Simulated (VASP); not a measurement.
# InSb3 (Pm-3m) in VASP: a series of runs

Runs on InSb3. Level: PBE. Tasks: single point.

Program: VASP 6.6.1. These are calculated values, not measurements. Logs are shortened: lines on timing, memory, paths and dates and some standing lists are left out, and cuts for length are marked.

## (1) The cell of the first run

It takes space group Pm-3m (No. 221, cubic). Conventional cell: a = 4.806 Å, b = 4.806 Å, c = 4.806 Å, α = 90.00°, β = 90.00°, γ = 90.00°. In (site symmetry m-3m) has 12 Sb at 3.40 Å within 4.5 Å. Within 4.5 Å of Sb (site symmetry 4/mmm) lie 4 In at 3.40 Å and 8 Sb at 3.40 Å.

## (2) Single point, PBE, collinear spin

File INCAR:

```
PREC = Accurate
ENCUT = 500
EDIFF = 1E-6
ISMEAR = 1
SIGMA = 0.055
LREAL = False
LASPH = True
NELM = 200
ALGO = Normal
ISIF = 2
LWAVE = False
LCHARG = False
ISPIN = 2
MAGMOM = 0 0 0 2
LORBIT = 11
GGA = PE
NBANDS = 26
GGA_COMPAT = False
```

File KPOINTS:

```
Automatic mesh
0
Gamma
  1 1 1
```

File POSCAR:

```
InSb3
1.0
    4.8063670000      0.0000000000      0.0000000000
    0.0000000000      4.8063670000      0.0000000000
    0.0000000000      0.0000000000      4.8063670000
In Sb
1 3
Direct
    0.0000000000      0.0000000000      0.0000000000
    0.5000000000      0.0000000000      0.5000000000
    0.0000000000      0.5000000000      0.5000000000
    0.5000000000      0.5000000000      0.0000000000
```

Potentials or basis: VASP PAW PBE potentials, release 64 (In_d, Sb).

Started as:

```sh
$ cat potpaw_PBE.64/In_d/POTCAR potpaw_PBE.64/Sb/POTCAR > POTCAR
$ mpirun -np 1 vasp_gam > vasp.out
```

OUTCAR:

```text
PREC = Accurate
   ENCUT = 500
   EDIFF = 1E-6
   ISMEAR = 1
   LREAL = False
   LASPH = True
   NELM = 200
   ISIF = 2
   ISPIN = 2
   LORBIT = 11
   GGA = PE

 ion  position               nearest neighbor table
   1  0.000  0.000  0.000-   2 3.40   3 3.40   4 3.40   2 3.40   3 3.40   3 3.40   4 3.40   3 3.40
                             2 3.40   4 3.40   2 3.40   4 3.40
   2  0.500  0.000  0.500-   1 3.40   3 3.40   4 3.40   1 3.40   4 3.40   3 3.40   4 3.40   4 3.40
                             1 3.40   3 3.40   1 3.40   3 3.40
   3  0.000  0.500  0.500-   1 3.40   2 3.40   4 3.40   1 3.40   4 3.40   1 3.40   2 3.40   1 3.40
                             2 3.40   4 3.40   4 3.40   2 3.40
   4  0.500  0.500  0.000-   1 3.40   2 3.40   3 3.40   2 3.40   3 3.40   1 3.40   2 3.40   2 3.40
                             1 3.40   3 3.40   3 3.40   1 3.40

  LATTYP: Found a simple cubic cell.
 ALAT       =     4.8063670000

  Lattice vectors:

 A1 = (   4.8063670000,   0.0000000000,   0.0000000000)
 A2 = (   0.0000000000,   4.8063670000,   0.0000000000)
 A3 = (   0.0000000000,   0.0000000000,   4.8063670000)

Analysis of symmetry for initial positions (statically):
=====================================================================
 Subroutine PRICEL returns:
 Original cell was already a primitive cell.

 Routine SETGRP: Setting up the symmetry group for a
 simple cubic supercell.

 Subroutine GETGRP returns: Found 48 space group operations
 (whereof 48 operations were pure point group operations)
 out of a pool of 48 trial point group operations.

The static configuration has the point symmetry O_h .

Analysis of symmetry for dynamics (positions and initial velocities):
=====================================================================
 Subroutine PRICEL returns:
 Original cell was already a primitive cell.

 Routine SETGRP: Setting up the symmetry group for a
 simple cubic supercell.

 Subroutine GETGRP returns: Found 48 space group operations
 (whereof 48 operations were pure point group operations)
 out of a pool of 48 trial point group operations.

The dynamic configuration has the point symmetry O_h .

Analysis of structural, dynamic, and magnetic symmetry:
=====================================================================
 Subroutine PRICEL returns:
 Original cell was already a primitive cell.

 Routine SETGRP: Setting up the symmetry group for a
 simple cubic supercell.

 Subroutine GETGRP returns: Found 16 space group operations
 (whereof 16 operations were pure point group operations)
 out of a pool of 48 trial point group operations.

The overall configuration has the point symmetry D_4h.

 Subroutine INISYM returns: Found 16 space group operations
 (whereof 16 operations are pure point group operations),
 and found     1 'primitive' translations

----------------------------------------------------------------------------------------

                                     Primitive cell

  volume of cell :     111.0327

  direct lattice vectors                    reciprocal lattice vectors
     4.806367000  0.000000000  0.000000000     0.208057354  0.000000000  0.000000000
     0.000000000  4.806367000  0.000000000     0.000000000  0.208057354  0.000000000
     0.000000000  0.000000000  4.806367000     0.000000000  0.000000000  0.208057354

  length of vectors
     4.806367000  4.806367000  4.806367000     0.208057354  0.208057354  0.208057354

  position of ions in fractional coordinates (direct lattice)
     0.000000000  0.000000000  0.000000000
     0.500000000  0.000000000  0.500000000
     0.000000000  0.500000000  0.500000000
     0.500000000  0.500000000  0.000000000

  ion indices of the primitive-cell ions
   primitive index   ion index
                 1           1
                 2           2
                 3           3
                 4           4

----------------------------------------------------------------------------------------

 KPOINTS: Automatic mesh

Automatic generation of k-mesh.
 Grid dimensions read from file:
 generate k-points for:    1    1    1

 Generating k-lattice:

  Cartesian coordinates                     Fractional coordinates (reciprocal lattice)
     0.208057354  0.000000000  0.000000000     1.000000000  0.000000000  0.000000000
     0.000000000  0.208057354  0.000000000     0.000000000  1.000000000  0.000000000
     0.000000000  0.000000000  0.208057354     0.000000000  0.000000000  1.000000000

  Length of vectors
     0.208057354  0.208057354  0.208057354

  Shift w.r.t. Gamma in fractional coordinates (k-lattice)
     0.000000000  0.000000000  0.000000000

 Subroutine IBZKPT returns following result:
 ===========================================

 Found      1 irreducible k-points:

 Following reciprocal coordinates:
            Coordinates               Weight
  0.000000  0.000000  0.000000      1.000000
   k-points           NKPTS =      1   k-points in BZ     NKDIM =      1   number of bands    NBANDS=     26
   number of dos      NEDOS =    301   number of ions     NIONS =      4
   total plane-waves  NPLWV =  46656
   dimension x,y,z NGX =    36 NGY =   36 NGZ =   36
   dimension x,y,z NGXF=    72 NGYF=   72 NGZF=   72
   ions per type =               1   3
   NGX,Y,Z   is equivalent  to a cutoff of  12.45, 12.45, 12.45 a.u.
   NGXF,Y,Z  is equivalent  to a cutoff of  24.90, 24.90, 24.90 a.u.
 SYSTEM =  unknown system
   PREC   = accura    normal or accurate (medium, high low for compatibility)
   ISTART =      0    job   : 0-new  1-cont  2-samecut
   ICHARG =      2    charge: 1-file 2-atom 10-const
   ISPIN  =      2    spin polarized calculation?
   LNONCOLLINEAR =      F non collinear calculations
   LSORBIT =      F    spin-orbit coupling
   LASPH  =      T    aspherical Exc in radial PAW
   ENCUT  =  500.0 eV  36.75 Ry    6.06 a.u.   8.76  8.76  8.76*2*pi/ulx,y,z
   NELM   =    200;   NELMIN=  2; NELMDL= -5     # of ELM steps
   EDIFF  = 0.1E-05   stopping-criterion for ELM
   LREAL  =      F    real-space projection
   EDIFFG = 0.1E-04   stopping-criterion for IOM
   NSW    =      0    number of steps for IOM
   IBRION =     -1    ionic relax: 0-MD 1-quasi-New 2-CG
   NFREE  =      0    steps in history (QN), initial steepest desc. (CG)
   ISIF   =      2    stress and relaxation
   ISYM   =      2    0-nonsym 1-usesym 2-fastsym
   POTIM  = 0.5000    time-step for ionic-motion
   TEBEG  =    0.0;   TEEND  =   0.0 temperature during run
   PSTRESS=    0.0 pullay stress
   NELECT =      28.0000    total number of electrons
   NUPDOWN=      -1.0000    fix difference up-down
   EMIN   =  10.00;   EMAX   =-10.00  energy-range for DOS
   EFERMI =   0.00;   METHOD = LEGACY
   ISMEAR =     1;   SIGMA  =   0.06  broadening in eV -4-tet -1-fermi 0-gaus
   EFERMI_NEDOS =   21; number of points for ismear=-14 and -15
   IALGO  =     38    algorithm
   IMIX   =      4    mixing-type and parameters
     AMIX     =   0.40;   BMIX     =  1.00
     AMIX_MAG =   1.60;   BMIX_MAG =  1.00
  volume/ion in A,a.u.               =      27.76       187.32
  Fermi-wavevector in a.u.,A,eV,Ry     =   1.034294  1.954532 14.555018  1.069764
  Thomas-Fermi vector in A             =   2.168582
   LORBIT       =     11    0 simple, 1 ext, 2 COOP (PROOUT), +10 PAW based schemes
   GGA     = PE    functional components
   LHFCALC =     F    Hartree Fock is set to
   AEXX    =    0.0000 exact exchange contribution
   IVDW    =     0    specifies the selected vdW correction
   LEPSILON=     F    determine dielectric tensor
   LRPA    =     F    only Hartree local field effects (RPA)
 spin polarized calculation
 Methfessel and Paxton  Order N= 1 SIGMA  =   0.06
  energy-cutoff  :      500.00
  volume of cell :      111.03
 maximum number of plane-waves:      1401
 NGX is ok and might be reduce to    36
   NGX = 17   NGY = 17   NGZ = 17

 number of electron      28.0000010 magnetization       2.0005805

 Free energy of the ion-electron system (eV)
  ---------------------------------------------------
  ext. energy  EPLUGINS =         0.00000000
  ---------------------------------------------------
  free energy    TOTEN  =        -9.81513376 eV

  energy without entropy =       -9.82310588  energy(sigma->0) =       -9.81779113

 E-fermi :   8.9530     XC(G=0):  -9.9181

 val. band max:        8.8759083959   @ k =   0.0000   0.0000   0.0000
 cond. band min:       9.0040911953   @ k =   0.0000   0.0000   0.0000
 fundamental gap:      0.1281827994
 Fermi energy:         8.9530382337

 spin component 1

 k-point     1 :       0.0000    0.0000    0.0000
  band No.  band energies     occupation
      1      -7.1067      1.00000
      2      -7.0722      1.00000
      3      -7.0722      1.00000
      4      -7.0705      1.00000
      5      -7.0688      1.00000
      6      -4.3591      1.00000
[... 18 lines left out ...]
     25      14.4286      0.00000
     26      14.4287      0.00000
 Fermi energy:         8.9530382337

 spin component 2

 k-point     1 :       0.0000    0.0000    0.0000
  band No.  band energies     occupation
      1      -7.1042      1.00000
      2      -7.0793      1.00000
      3      -7.0793      1.00000
      4      -7.0770      1.00000
      5      -7.0671      1.00000
      6      -3.9392      1.00000
[... 18 lines left out ...]
     25      14.7648      0.00000
     26      14.8841      0.00000

------------------------ aborting loop because EDIFF is reached ----------------------------------------

  FORCE on cell =-STRESS in cart. coord.  units (eV):
  Direction    XX          YY          ZZ          XY          YZ          ZX
  --------------------------------------------------------------------------------------
  -------------------------------------------------------------------------------------
  Total        6.4321019      6.4321019      9.5905822      0.0000000      0.0000000     -0.0000000
  in kB       92.8138341     92.8138341    138.3900183      0.0000000      0.0000000     -0.0000000
  external PRESSURE =     108.0058955 kB  Pullay stress =       0.0000000 kB

 VOLUME and BASIS-vectors are now :
 -----------------------------------------------------------------------------
  energy-cutoff  :      500.00
  volume of cell :      111.03
      direct lattice vectors                 reciprocal lattice vectors
     4.806367000  0.000000000  0.000000000     0.208057354  0.000000000  0.000000000
     0.000000000  4.806367000  0.000000000     0.000000000  0.208057354  0.000000000
     0.000000000  0.000000000  4.806367000     0.000000000  0.000000000  0.208057354

 POSITION                                       TOTAL-FORCE (eV/Angst)
 -----------------------------------------------------------------------------------
      0.00000      0.00000      0.00000         0.000000      0.000000      0.000000
      2.40318      0.00000      2.40318         0.000000      0.000000      0.000000
      0.00000      2.40318      2.40318         0.000000      0.000000      0.000000
      2.40318      2.40318      0.00000         0.000000      0.000000      0.000000
 -----------------------------------------------------------------------------------
    total drift:                                0.000000     -0.000000     -0.000000

  FREE ENERGIE OF THE ION-ELECTRON SYSTEM (eV)
  ---------------------------------------------------
  free  energy   TOTEN  =        -9.8151337583 eV

  energy  without entropy=       -9.8231058819  energy(sigma->0) =       -9.81779113

 total charge

# of ion       s       p       d       tot
------------------------------------------
    1        1.126   0.289   9.821  11.237
    2        1.230   1.230   0.012   2.472
    3        1.230   1.230   0.012   2.472
    4        1.252   1.102   0.013   2.366
--------------------------------------------------
tot          4.838   3.851   9.857  18.547

 magnetization (x)

# of ion       s       p       d       tot
------------------------------------------
    1       -0.006  -0.007  -0.000  -0.014
    2       -0.001   0.197   0.000   0.196
    3       -0.001   0.197   0.000   0.196
    4        0.000   0.520   0.000   0.521
--------------------------------------------------
tot         -0.008   0.908   0.000   0.900
```

It took 23 s on 1 thread of Intel Xeon Platinum 8259CL at 2.50GHz (Skylake/Cascade Lake), shared host; peak memory 0.22 GiB.

The run converged, but its numbers aren't listed here, since they failed a check.

Caveat: the k points lie up to 1.31 Å⁻¹ apart; the result breaks the symmetry of the cell; spin-orbit coupling is left out, which moves the levels of the heavy elements.

## (3) Single point, PBE

File INCAR:

```
PREC     = Accurate       # precision mode
ENCUT    = 500            # plane-wave cutoff, eV
EDIFF    = 1E-6           # SCF threshold, eV
ISMEAR   = 1              # smearing method
SIGMA    = 0.0066         # smearing width, eV
LREAL    = False          # projectors in reciprocal space
LASPH    = True           # aspherical terms in the spheres
NELM     = 120            # most SCF steps
ALGO     = Normal         # electronic algorithm
ISIF     = 2              # what is computed and relaxed
LWAVE    = False          # write WAVECAR
LCHARG   = False          # write CHGCAR
GGA      = PE             # functional
NBANDS   = 22             # bands
GGA_COMPAT= False
```

File KPOINTS:

```
Automatic mesh
0
Gamma
  3 3 3
```

POSCAR is that of step 2.

Potentials or basis: VASP PAW PBE potentials, release 64 (In_d, Sb).

Started as:

```sh
$ cat potpaw_PBE.64/In_d/POTCAR potpaw_PBE.64/Sb/POTCAR > POTCAR
$ mpirun -np 1 vasp_std > vasp.out
```

Wall time 11 s (1 thread of Intel Xeon Platinum 8259CL at 2.50GHz (Skylake/Cascade Lake), shared host); peak memory 0.2 GiB.

It converged, with:

* Free energy: -14.3945 eV
* Pressure: -0.7 GPa
* Band gap on the k mesh: zero (band 14 reaches 8.87 eV, above the bottom of band 15 at 7.09 eV)

Levels at points of the mesh, in eV from the Fermi level:
```csv
k point,band 11,band 12,band 13,band 14,band 15,band 16
"(0.00, 0.00, 0.00)",-4.18,-3.46,0.57,0.57,0.57,1.83
```

Caveat: the k points lie up to 0.44 Å⁻¹ apart; spin-orbit coupling is left out, which moves the levels of the heavy elements.

## (4) Single point, PBE

File INCAR:

```
SYSTEM = InSb3
PREC     = Accurate       ! precision mode
ENCUT    = 500            ! plane-wave cutoff, eV
EDIFF    = 1E-6           ! SCF threshold, eV
ISMEAR   = 0              ! smearing method
SIGMA    = 0.1            ! smearing width, eV
LREAL    = .FALSE.        ! projectors in reciprocal space
LASPH    = .TRUE.         ! aspherical terms in the spheres
NELM     = 120            ! most SCF steps
ALGO     = Normal         ! electronic algorithm
ISIF     = 2              ! what is computed and relaxed
LWAVE    = .FALSE.        ! write WAVECAR
LCHARG   = .TRUE.         ! write CHGCAR
GGA      = PE             ! functional
LELF     = .TRUE.         ! ELF
LVHAR    = .TRUE.       
NBANDS   = 22             ! bands
GGA_COMPAT= .FALSE.
```

File KPOINTS:

```
Automatic mesh
0
G
  2 2 2
  0 0 0
```

POSCAR is that of step 3.

Potentials or basis: VASP PAW PBE potentials, release 64 (In_d, Sb).

Started as:

```sh
$ cat potpaw_PBE.64/In_d/POTCAR potpaw_PBE.64/Sb/POTCAR > POTCAR
$ mpirun -np 1 vasp_std > vasp.out
```

OUTCAR:

```text
SYSTEM = InSb3
   PREC = Accurate
   ENCUT = 500
   EDIFF = 1E-6
   ISMEAR = 0
   LREAL = .FALSE.
   LASPH = .TRUE.
   NELM = 120
   ISIF = 2
   GGA = PE

 ion  position               nearest neighbor table
   1  0.000  0.000  0.000-   2 3.40   3 3.40   4 3.40   2 3.40   3 3.40   3 3.40   4 3.40   3 3.40
                             2 3.40   4 3.40   2 3.40   4 3.40
   2  0.500  0.000  0.500-   1 3.40   3 3.40   4 3.40   1 3.40   4 3.40   3 3.40   4 3.40   4 3.40
                             1 3.40   3 3.40   1 3.40   3 3.40
   3  0.000  0.500  0.500-   1 3.40   2 3.40   4 3.40   1 3.40   4 3.40   1 3.40   2 3.40   1 3.40
                             2 3.40   4 3.40   4 3.40   2 3.40
   4  0.500  0.500  0.000-   1 3.40   2 3.40   3 3.40   2 3.40   3 3.40   1 3.40   2 3.40   2 3.40
                             1 3.40   3 3.40   3 3.40   1 3.40

  LATTYP: Found a simple cubic cell.
 ALAT       =     4.8063670000

  Lattice vectors:

 A1 = (   4.8063670000,   0.0000000000,   0.0000000000)
 A2 = (   0.0000000000,   4.8063670000,   0.0000000000)
 A3 = (   0.0000000000,   0.0000000000,   4.8063670000)

Analysis of symmetry for initial positions (statically):
=====================================================================
 Subroutine PRICEL returns:
 Original cell was already a primitive cell.
[... 158 lines left out ...]
 fundamental gap:      0.2274730705
 Fermi energy:         6.9111155241

 k-point     1 :       0.0000    0.0000    0.0000
  band No.  band energies     occupation
      1      -7.2793      2.00000
      2      -7.2793      2.00000
      3      -7.2650      2.00000
      4      -7.2650      2.00000
      5      -7.2650      2.00000
      6      -4.2932      2.00000
[... 89 lines left out ...]
     21      14.0744      0.00000
     22      16.1980      0.00000

------------------------ aborting loop because EDIFF is reached ----------------------------------------

  FORCE on cell =-STRESS in cart. coord.  units (eV):
  Direction    XX          YY          ZZ          XY          YZ          ZX
  --------------------------------------------------------------------------------------
  -------------------------------------------------------------------------------------
  Total       -1.8493621     -1.8493621     -1.8493621     -0.0000000     -0.0000000      0.0000000
  in kB      -26.6858933    -26.6858933    -26.6858933     -0.0000000     -0.0000000      0.0000000
  external PRESSURE =     -26.6858933 kB  Pullay stress =       0.0000000 kB

 VOLUME and BASIS-vectors are now :
 -----------------------------------------------------------------------------
  energy-cutoff  :      500.00
  volume of cell :      111.03
      direct lattice vectors                 reciprocal lattice vectors
     4.806367000  0.000000000  0.000000000     0.208057354  0.000000000  0.000000000
     0.000000000  4.806367000  0.000000000     0.000000000  0.208057354  0.000000000
     0.000000000  0.000000000  4.806367000     0.000000000  0.000000000  0.208057354

 POSITION                                       TOTAL-FORCE (eV/Angst)
 -----------------------------------------------------------------------------------
      0.00000      0.00000      0.00000         0.000000      0.000000      0.000000
      2.40318      0.00000      2.40318         0.000000      0.000000      0.000000
      0.00000      2.40318      2.40318         0.000000      0.000000      0.000000
      2.40318      2.40318      0.00000         0.000000      0.000000      0.000000
 -----------------------------------------------------------------------------------
    total drift:                               -0.000000     -0.000000     -0.000000

  FREE ENERGIE OF THE ION-ELECTRON SYSTEM (eV)
  ---------------------------------------------------
  free  energy   TOTEN  =       -14.4602089850 eV

  energy  without entropy=      -14.4410567057  energy(sigma->0) =      -14.45063285
```

stdout:

```text
POSCAR found type information on POSCAR InSb
 POSCAR found :  2 types and       4 ions
 scaLAPACK will be used
 LDA part: xc-table for (Slater+PW92), standard interpolation
 POSCAR, INCAR and KPOINTS ok, starting setup
 FFT: planning ... GRIDC
 FFT: planning ... GRID_SOFT
 FFT: planning ... GRID
 WAVECAR not read
 entering main loop
```

Wall time 13 s (1 thread of Intel Xeon Platinum 8259CL at 2.50GHz (Skylake/Cascade Lake), shared host); peak memory 0.2 GiB.

Results:

| Quantity | Value |
| --- | --- |
| Free energy | -14.4602 eV |
| Pressure | -2.7 GPa |
| Band gap on the k mesh | zero (band 14 reaches 11.39 eV, above the bottom of band 15 at 6.78 eV) |

Caveat: the k points lie up to 0.65 Å⁻¹ apart; spin-orbit coupling is left out, which moves the levels of the heavy elements.

(Part 1 of 2 ends here.)
